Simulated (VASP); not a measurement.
A run of VASP 6.6.1 is set up as follows.

Contents of INCAR:

```
SYSTEM = AlN
PREC     = Accurate       ! precision mode
ENCUT    = 520            ! plane-wave cutoff, eV
EDIFF    = 1E-7           ! SCF threshold, eV
ISMEAR   = -1             ! smearing method
SIGMA    = 0.05           ! smearing width, eV
LREAL    = .False.        ! projectors in reciprocal space
LASPH    = .True.         ! aspherical terms in the spheres
NELM     = 100            ! most SCF steps
ALGO     = Normal         ! electronic algorithm
ISIF     = 2              ! what is computed and relaxed
LWAVE    = .False.        ! write WAVECAR
LCHARG   = .True.         ! write CHGCAR
GGA      = PE             ! functional
LELF     = .True.         ! ELF
LVHAR    = .True.       
NBANDS   = 16             ! bands
```

File KPOINTS:

```
Automatic mesh
0
Gamma
  13 13 7
  0 0 0
```

Contents of POSCAR:

```
AlN
1.0
    2.9488874729      0.0000000000      0.0000000000
   -1.4744437364      2.5538114644      0.0000000000
    0.0000000000      0.0000000000      4.5232202378
Al N
2 2
Direct
    0.3333333333      0.6666666667     -0.0098735465
    0.6666666667      0.3333333333      0.4901264535
    0.3333333333      0.6666666667      0.3858735465
    0.6666666667      0.3333333333      0.8858735465
```

Potentials or basis: VASP PAW PBE potentials, release 64 (Al, N).

Launch:

```sh
$ cat potpaw_PBE.64/Al/POTCAR potpaw_PBE.64/N/POTCAR > POTCAR
$ mpirun -np 1 vasp_std > vasp.out
```

**Question.** What does it give for the pressure?

**Answer.** 64.7 GPa.

**Question.** What does it give for the band gap on the k mesh?

**Answer.** 5.07 eV, indirect (least direct gap 5.72 eV).

A k mesh can miss the band edges.
